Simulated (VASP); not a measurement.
# Na2TeP2O6 (C2/m) in VASP: single point with r2SCAN

Aim: the single point of Na2TeP2O6 with r2SCAN.

All numbers are computed with VASP 6.6.1; they aren't measurements. Logs are shortened: lines on timing, memory, paths and dates and some standing lists are left out, and cuts for length are marked.

**1. The cell of the first run**

The structure is monoclinic, space group C2/m (No. 12). The conventional cell has a = 7.451 Å, b = 10.581 Å, c = 6.553 Å, α = 90.00°, β = 124.26°, γ = 90.00°. Te (site symmetry 2/m) has 2 O at 1.92 Å within 2.5 Å. Within 2.0 Å of P (site symmetry 2) lie 2 O at 1.53 Å. Na (site symmetry 2) has 6 O at 2.31 to 2.93 Å within 3.0 Å. O (site symmetry 1) has 1 P at 1.53 Å within 2.0 Å. O (site symmetry m) has 1 Te at 1.92 Å and 2 Na at 2.31 Å within 2.5 Å.

**2. Single point, r2SCAN**

File POSCAR:

```
Na2TeP2O6
1.0
    3.7217074652      5.2907247587     -0.1687813283
    3.7217074652     -5.2907247587     -0.1687813283
    3.4400823538      0.0000000000     -5.5769940367
Te P Na O
1 2 2 6
Direct
    0.0000000000      0.0000000000      0.0000000000
    0.6890004064      0.3109995936      0.0000000000
    0.3109995936      0.6890004064      0.0000000000
    0.1628787713      0.8371212287      0.5000000000
    0.8371212287      0.1628787713      0.5000000000
    0.4011062002     -0.0536167718      0.7925214579
    1.0536167718      0.5988937998      0.2074785421
    0.5988937998      1.0536167718      0.2074785421
   -0.0536167718      0.4011062002      0.7925214579
    0.9123898787      0.9123898787      0.7750579562
    0.0876101213      0.0876101213      0.2249420438
```

File INCAR.step1:

```
SYSTEM = Na2TeP2O6
PREC     = Accurate       ! precision mode
ENCUT    = 520            ! plane-wave cutoff, eV
ISMEAR   = -1             ! smearing method
SIGMA    = 0.1113         ! smearing width, eV
LREAL    = .FALSE.        ! projectors in reciprocal space
LASPH    = .TRUE.         ! aspherical terms in the spheres
NELM     = 60             ! most SCF steps
NBANDS   = 44             ! bands
GGA      = PE             ! functional
ALGO     = Normal         ! electronic algorithm
EDIFF    = 1E-4           ! SCF threshold, eV
LWAVE    = .TRUE.         ! write WAVECAR
LCHARG   = .FALSE.        ! write CHGCAR
```

File INCAR.step2:

```
SYSTEM = Na2TeP2O6
PREC     = Accurate       ! precision mode
ENCUT    = 520            ! plane-wave cutoff, eV
EDIFF    = 1E-7           ! SCF threshold, eV
ISMEAR   = -1             ! smearing method
SIGMA    = 0.1113         ! smearing width, eV
LREAL    = .FALSE.        ! projectors in reciprocal space
LASPH    = .TRUE.         ! aspherical terms in the spheres
NELM     = 60             ! most SCF steps
ALGO     = Normal         ! electronic algorithm
ISIF     = 2              ! what is computed and relaxed
LWAVE    = .FALSE.        ! write WAVECAR
LCHARG   = .TRUE.         ! write CHGCAR
METAGGA  = R2SCAN         ! meta-GGA
LMIXTAU  = .TRUE.       
LELF     = .TRUE.         ! ELF
LVHAR    = .TRUE.       
NBANDS   = 44             ! bands
ISTART   = 1
```

File KPOINTS:

```
regular mesh
0
G
  4 4 3
  0 0 0
```

Potentials or basis: VASP PAW PBE potentials, release 64 (Te, P, Na_pv, O).

Launch:

```
cat potpaw_PBE.64/Te/POTCAR potpaw_PBE.64/P/POTCAR potpaw_PBE.64/Na_pv/POTCAR potpaw_PBE.64/O/POTCAR > POTCAR
cp INCAR.step1 INCAR
mpirun -np 1 vasp_std > vasp.out
cp INCAR.step2 INCAR
mpirun -np 1 vasp_std > vasp.out
```

OUTCAR:

```text
SYSTEM = Na2TeP2O6
   PREC = Accurate
   ENCUT = 520
   EDIFF = 1E-7
   ISMEAR = -1
   LREAL = .FALSE.
   LASPH = .TRUE.
   NELM = 60
   ISIF = 2
   METAGGA = R2SCAN
   ISTART = 1

 ion  position               nearest neighbor table
   1  0.000  0.000  0.000-  10 1.92  11 1.92   8 2.71   9 2.71   6 2.71   7 2.71   2 3.29   3 3.29

   2  0.689  0.311  0.000-   8 1.53   9 1.53   1 3.29
   3  0.311  0.689  0.000-   6 1.53   7 1.53   1 3.29
   4  0.163  0.837  0.500-  10 2.31  11 2.31
   5  0.837  0.163  0.500-  10 2.31  11 2.31
   6  0.401  0.946  0.793-   3 1.53   1 2.71
   7  0.054  0.599  0.207-   3 1.53   1 2.71
   8  0.599  0.054  0.207-   2 1.53   1 2.71
   9  0.946  0.401  0.793-   2 1.53   1 2.71
  10  0.912  0.912  0.775-   1 1.92   4 2.31   5 2.31
  11  0.088  0.088  0.225-   1 1.92   4 2.31   5 2.31

  LATTYP: Found a base centered monoclinic cell.
 ALAT       =     7.4510653180
 B/A-ratio  =     1.4201257224
 C/A-ratio  =     0.8794226058
 COS(beta)  =    -0.5630116622

  Lattice vectors:

 A1 = (  -3.7217074652,  -5.2907247587,   0.1687813283)
 A2 = (  -3.7217074652,   5.2907247587,   0.1687813283)
 A3 = (   3.4400823538,   0.0000000000,  -5.5769940367)

Analysis of symmetry for initial positions (statically):
=====================================================================
 Subroutine PRICEL returns:
 Original cell was already a primitive cell.

 Routine SETGRP: Setting up the symmetry group for a
 base centered monoclinic supercell.

 Subroutine GETGRP returns: Found  4 space group operations
 (whereof  4 operations were pure point group operations)
 out of a pool of  4 trial point group operations.

The static configuration has the point symmetry C_2h.

Analysis of symmetry for dynamics (positions and initial velocities):
=====================================================================
 Subroutine PRICEL returns:
 Original cell was already a primitive cell.

 Routine SETGRP: Setting up the symmetry group for a
 base centered monoclinic supercell.

 Subroutine GETGRP returns: Found  4 space group operations
 (whereof  4 operations were pure point group operations)
 out of a pool of  4 trial point group operations.

The dynamic configuration has the point symmetry C_2h.

 Subroutine INISYM returns: Found  4 space group operations
 (whereof  4 operations are pure point group operations),
 and found     1 'primitive' translations

----------------------------------------------------------------------------------------

                                     Primitive cell

  volume of cell :     213.4841

  direct lattice vectors                    reciprocal lattice vectors
     3.721707465  5.290724759 -0.168781328     0.138213282  0.094505011  0.085254722
     3.721707465 -5.290724759 -0.168781328     0.138213282 -0.094505011  0.085254722
     3.440082354  0.000000000 -5.576994037    -0.008365733  0.000000000 -0.184468336

  length of vectors
     6.470808455  6.470808455  6.552635278     0.187889532  0.187889532  0.184657934

  position of ions in fractional coordinates (direct lattice)
     0.000000000  0.000000000  0.000000000
     0.689000406  0.310999594  0.000000000
     0.310999594  0.689000406  0.000000000
     0.162878771  0.837121229  0.500000000
     0.837121229  0.162878771  0.500000000
     0.401106200  0.946383228  0.792521458
     0.053616772  0.598893800  0.207478542
     0.598893800  0.053616772  0.207478542
     0.946383228  0.401106200  0.792521458
     0.912389879  0.912389879  0.775057956
     0.087610121  0.087610121  0.224942044

  ion indices of the primitive-cell ions
   primitive index   ion index
                 1           1
                 2           2
                 3           3
                 4           4
                 5           5
                 6           6
                 7           7
                 8           8
                 9           9
                10          10
                11          11

----------------------------------------------------------------------------------------

 KPOINTS: regular mesh

Automatic generation of k-mesh.
 Grid dimensions read from file:
 generate k-points for:    4    4    3

 Generating k-lattice:

  Cartesian coordinates                     Fractional coordinates (reciprocal lattice)
     0.034553321  0.023626253  0.021313680     0.250000000 -0.000000000  0.000000000
     0.034553321 -0.023626253  0.021313680    -0.000000000  0.250000000  0.000000000
    -0.002788578  0.000000000 -0.061489445     0.000000000  0.000000000  0.333333333

  Length of vectors
     0.046972383  0.046972383  0.061552645

  Shift w.r.t. Gamma in fractional coordinates (k-lattice)
     0.000000000  0.000000000  0.000000000

 Subroutine IBZKPT returns following result:
 ===========================================

 Found     17 irreducible k-points:

 Following reciprocal coordinates:
            Coordinates               Weight
  0.000000  0.000000  0.000000      1.000000
  0.250000 -0.000000  0.000000      4.000000
  0.500000 -0.000000  0.000000      2.000000
  0.250000  0.250000  0.000000      2.000000
  0.500000  0.250000  0.000000      4.000000
 -0.250000  0.250000  0.000000      2.000000
[... 9 lines left out ...]
 -0.250000  0.500000  0.333333      4.000000
 -0.250000 -0.250000  0.333333      2.000000
   k-points           NKPTS =     17   k-points in BZ     NKDIM =     17   number of bands    NBANDS=     44
   number of dos      NEDOS =    301   number of ions     NIONS =     11
   total plane-waves  NPLWV = 115200
   dimension x,y,z NGX =    48 NGY =   48 NGZ =   50
   dimension x,y,z NGXF=    96 NGYF=   96 NGZF=  100
   ions per type =               1   2   2   6
   NGX,Y,Z   is equivalent  to a cutoff of  12.33, 12.33, 12.69 a.u.
   NGXF,Y,Z  is equivalent  to a cutoff of  24.66, 24.66, 25.37 a.u.
 SYSTEM =  Na2TeP2O6
   PREC   = accura    normal or accurate (medium, high low for compatibility)
   ISTART =      1    job   : 0-new  1-cont  2-samecut
   ICHARG =      0    charge: 1-file 2-atom 10-const
   ISPIN  =      1    spin polarized calculation?
   LNONCOLLINEAR =      F non collinear calculations
   LSORBIT =      F    spin-orbit coupling
   LASPH  =      T    aspherical Exc in radial PAW
   ENCUT  =  520.0 eV  38.22 Ry    6.18 a.u.  12.03 12.03 12.18*2*pi/ulx,y,z
   NELM   =     60;   NELMIN=  2; NELMDL=  0     # of ELM steps
   EDIFF  = 0.1E-06   stopping-criterion for ELM
   LREAL  =      F    real-space projection
   EDIFFG = 0.1E-05   stopping-criterion for IOM
   NSW    =      0    number of steps for IOM
   IBRION =     -1    ionic relax: 0-MD 1-quasi-New 2-CG
   NFREE  =      0    steps in history (QN), initial steepest desc. (CG)
   ISIF   =      2    stress and relaxation
   ISYM   =      2    0-nonsym 1-usesym 2-fastsym
   POTIM  = 0.5000    time-step for ionic-motion
   TEBEG  =    0.0;   TEEND  =   0.0 temperature during run
   PSTRESS=    0.0 pullay stress
   NELECT =      66.0000    total number of electrons
   NUPDOWN=      -1.0000    fix difference up-down
   EMIN   =  10.00;   EMAX   =-10.00  energy-range for DOS
   EFERMI =   0.00;   METHOD = LEGACY
   ISMEAR =    -1;   SIGMA  =   0.11  broadening in eV -4-tet -1-fermi 0-gaus
   EFERMI_NEDOS =   21; number of points for ismear=-14 and -15
   IALGO  =     38    algorithm
   IMIX   =      4    mixing-type and parameters
     AMIX     =   0.40;   BMIX     =  1.00
     AMIX_MAG =   1.60;   BMIX_MAG =  1.00
  volume/ion in A,a.u.               =      19.41       130.97
  Fermi-wavevector in a.u.,A,eV,Ry     =   1.106966  2.091862 16.672222  1.225374
  Thomas-Fermi vector in A             =   2.243474
   LORBIT       =      0    0 simple, 1 ext, 2 COOP (PROOUT), +10 PAW based schemes
   METAGGA = R2SCAN    functional components
   LHFCALC =     F    Hartree Fock is set to
   AEXX    =    0.0000 exact exchange contribution
   IVDW    =     0    specifies the selected vdW correction
   LEPSILON=     F    determine dielectric tensor
   LRPA    =     F    only Hartree local field effects (RPA)
 non-spin polarized calculation
  energy-cutoff  :      520.00
  volume of cell :      213.48
 maximum number of plane-waves:      5766
   NGX = 25   NGY = 25   NGZ = 25

 number of electron      66.0000012 magnetization

 Free energy of the ion-electron system (eV)
  ---------------------------------------------------
  ext. energy  EPLUGINS =         0.00000000
  ---------------------------------------------------
  free energy    TOTEN  =      -100.98807316 eV

  energy without entropy =     -100.94916176  energy(sigma->0) =     -100.96861746

 E-fermi :   1.3125     XC(G=0):  -8.2521

 val. band max:        0.9557521293   @ k =   0.0000   0.0000   0.3333
 cond. band min:       1.5850523071   @ k =   0.0000   0.0000   0.3333
 fundamental gap:      0.6293001778
 Fermi energy:         1.3125185767

 k-point     1 :       0.0000    0.0000    0.0000
  band No.  band energies     occupation
      1     -22.0387      2.00000
      2     -22.0351      2.00000
      3     -22.0311      2.00000
      4     -22.0165      2.00000
      5     -21.9953      2.00000
      6     -21.9783      2.00000
[... 36 lines left out ...]
     43       9.1006      0.00000
     44       9.3068      0.00000

 k-point     2 :       0.2500   -0.0000    0.0000
  band No.  band energies     occupation
      1     -22.0420      2.00000
      2     -22.0372      2.00000
      3     -22.0327      2.00000
      4     -22.0215      2.00000
      5     -22.0046      2.00000
      6     -21.9771      2.00000
[... 36 lines left out ...]
     43       8.9485      0.00000
     44       9.5308      0.00000

 k-point     3 :       0.5000   -0.0000    0.0000
  band No.  band energies     occupation
      1     -22.0453      2.00000
      2     -22.0436      2.00000
      3     -22.0335      2.00000
      4     -22.0239      2.00000
      5     -22.0115      2.00000
      6     -21.9765      2.00000
[... 36 lines left out ...]
     43       8.5642      0.00000
     44       9.2603      0.00000

 k-point     4 :       0.2500    0.2500    0.0000
  band No.  band energies     occupation
      1     -22.0459      2.00000
      2     -22.0430      2.00000
      3     -22.0338      2.00000
      4     -22.0236      2.00000
      5     -22.0116      2.00000
      6     -21.9765      2.00000
[... 553 lines left out ...]
     43       8.4300      0.00000
     44       9.2753      0.00000

 k-point    16 :      -0.2500    0.5000    0.3333
  band No.  band energies     occupation
      1     -22.0468      2.00000
      2     -22.0301      2.00000
      3     -22.0244      2.00000
      4     -22.0166      2.00000
      5     -22.0042      2.00000
      6     -21.9824      2.00000
[... 36 lines left out ...]
     43       8.5589      0.00000
     44       9.5901      0.00000

 k-point    17 :      -0.2500   -0.2500    0.3333
  band No.  band energies     occupation
      1     -22.0426      2.00000
      2     -22.0386      2.00000
      3     -22.0286      2.00000
      4     -22.0222      2.00000
      5     -22.0005      2.00000
      6     -21.9799      2.00000
[... 36 lines left out ...]
     43       8.5671      0.00000
     44       9.3399      0.00000

------------------------ aborting loop because EDIFF is reached ----------------------------------------

  FORCE on cell =-STRESS in cart. coord.  units (eV):
  Direction    XX          YY          ZZ          XY          YZ          ZX
  --------------------------------------------------------------------------------------
  -------------------------------------------------------------------------------------
  Total       -0.3609195     -0.6021681     -0.5756157      0.0000000      0.0000000     -0.2506923
  in kB       -2.7086653     -4.5192126     -4.3199393      0.0000000      0.0000000     -1.8814212
  external PRESSURE =      -3.8492724 kB  Pullay stress =       0.0000000 kB

 VOLUME and BASIS-vectors are now :
 -----------------------------------------------------------------------------
  energy-cutoff  :      520.00
  volume of cell :      213.48
      direct lattice vectors                 reciprocal lattice vectors
     3.721707465  5.290724759 -0.168781328     0.138213282  0.094505011  0.085254722
     3.721707465 -5.290724759 -0.168781328     0.138213282 -0.094505011  0.085254722
     3.440082354  0.000000000 -5.576994037    -0.008365733  0.000000000 -0.184468336

 POSITION                                       TOTAL-FORCE (eV/Angst)
 -----------------------------------------------------------------------------------
      0.00000      0.00000      0.00000         0.000000      0.000000     -0.000000
      3.72171      1.99990     -0.16878         0.000000      0.147296     -0.000000
      3.72171     -1.99990     -0.16878         0.000000     -0.147296     -0.000000
      5.44175     -3.56723     -2.95728         0.000000      0.052530     -0.000000
      5.44175      3.56723     -2.95728         0.000000     -0.052530     -0.000000
      7.74130     -2.88491     -4.64732        -0.037731      0.065624     -0.074053
      3.14220     -2.88491     -1.26724         0.037731      0.065624      0.074053
      3.14220      2.88491     -1.26724         0.037731     -0.065624      0.074053
      7.74130      2.88491     -4.64732        -0.037731     -0.065624     -0.074053
      9.45756      0.00000     -4.63048        -0.001572      0.000000      0.000544
      1.42594      0.00000     -1.28407         0.001572      0.000000     -0.000544
 -----------------------------------------------------------------------------------
    total drift:                                0.000000      0.000000     -0.000000

  FREE ENERGIE OF THE ION-ELECTRON SYSTEM (eV)
  ---------------------------------------------------
  free  energy   TOTEN  =      -100.9880731571 eV

  energy  without entropy=     -100.9491617589  energy(sigma->0) =     -100.96861746
```

It took 9.4 min on 1 thread of Intel Xeon Platinum 8375C at 2.90GHz (Ice Lake), shared host; peak memory 0.46 GiB.

What came out:

```
Free energy            : -100.9881 eV
Pressure               : -0.4 GPa
Largest force          : 0.147 eV/Å
Band gap on the k mesh : 0.63 eV, direct
```

Forces in eV/Å, atoms in the order of the input:
```
Te   0.000  0.000  0.000
P    0.000  0.147  0.000
P    0.000 -0.147  0.000
Na   0.000  0.053  0.000
Na   0.000 -0.053  0.000
O   -0.038  0.066 -0.074
O    0.038  0.066  0.074
O    0.038 -0.066  0.074
O   -0.038 -0.066 -0.074
O   -0.002  0.000  0.001
O    0.002  0.000 -0.001
```

Levels at points of the mesh, in eV from the valence-band top:
```tsv
k point	band 30	band 31	band 32	band 33	band 34	band 35	band 36	band 37
(0.00, 0.00, 0.00)	-2.13	-1.96	-1.53	-0.18	0.73	1.97	2.02	3.00
(0.50, 0.00, 0.00)	-2.07	-1.70	-1.52	-0.27	0.86	2.10	2.42	2.67
(0.50, 0.50, 0.00)	-2.27	-1.32	-1.26	-0.41	1.02	2.22	2.24	2.84
```

Caveat: the PAW data sets were made with another functional, which shifts forces and pressure a little; spin-orbit coupling is left out, which moves the levels of the heavy elements. r2SCAN opens gaps a little over a GGA but as a rule still falls short of measured ones.
